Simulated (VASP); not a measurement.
Here is a VASP 6.6.1 calculation.

File INCAR:

```
PREC = Accurate
ENCUT = 520
EDIFF = 1E-7
ISMEAR = 0
SIGMA = 0.1
LREAL = F
LASPH = T
NELM = 60
ALGO = Normal
ISIF = 2
LWAVE = F
LCHARG = T
GGA = PE
LELF = T
LVHAR = T
NBANDS = 28
```

Contents of KPOINTS:

```
Automatic mesh
0
Gamma
  4 4 6
```

File POSCAR:

```
MgZnO4
1.0
    3.1518682100     -3.3009197800      0.0000000000
    3.1518682100      3.3009197800      0.0000000000
    0.0000000000      0.0000000000      2.8044867600
Mg Zn O
1 1 4
Direct
    0.5000000000      0.5000000000      0.0000000000
    0.0000000000      0.0000000000      0.5000000000
    0.3017036600      0.3017036600      0.5000000000
    0.6982963400      0.6982963400      0.5000000000
    0.7847073800      0.2152926200      0.0000000000
    0.2152926200      0.7847073800      0.0000000000
```

Potentials or basis: VASP PAW PBE potentials, release 64 (Mg, Zn, O).

Launch:

```console
$ cat potpaw_PBE.64/Mg/POTCAR potpaw_PBE.64/Zn/POTCAR potpaw_PBE.64/O/POTCAR > POTCAR
$ mpirun -np 1 vasp_std > vasp.out
```

Question: What does it give for the band gap on the k mesh?

Answer: Zero (band 19 reaches 1.40 eV, above the bottom of band 20 at 0.49 eV).

Question: What does it give for the largest force?

Answer: 1.631 eV/Å.

Forces in eV/Å, atoms in the order of the input:
```
Mg   0.000  0.000  0.000
Zn   0.000  0.000  0.000
O   -1.428  0.000  0.000
O    1.428  0.000  0.000
O    0.000 -1.631  0.000
O    0.000  1.631  0.000
```

Caveat: the k points lie up to 0.37 Å⁻¹ apart; forces of over 1 eV/Å act on the atoms, so gaps and moduli don't describe the material at rest.
